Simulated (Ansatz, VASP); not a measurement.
C: VASP beside Ansatz

```xyz
2
Lattice="2.1553 -1.2444 0.0000 2.1553 1.2444 0.0000 -1.3972 0.0000 3.5489" Properties=species:S:1:pos:R:3 pbc="T T T"
C     3.5922    0.0000    0.0003
C    -0.6788    0.0000    3.5486
```

Alike in both runs: task single point; functional PBEsol; k mesh 14 × 14 × 8; occupations gaussian, width 0.15 eV; no spin polarisation.

|  | VASP | Ansatz |
| --- | --- | --- |
| version | VASP 6.6.1 | Ansatz 0.2.0 |
| potentials or method | VASP PAW PBE potentials, release 64 (C), cutoff 520 eV | plane waves, PAW |
| valence electrons in the cell | 8 | 8 |

```csv
,VASP,Ansatz,Ansatz less VASP
pressure (GPa),-8.5,-9.1,-0.58
"traceless stress, the component that is largest in VASP (GPa)",8.68,9.35,+0.667
```

VASP's potentials were made for PBE, not for PBEsol. The functional is the same, so the differences come from potentials, cutoffs and numerics.
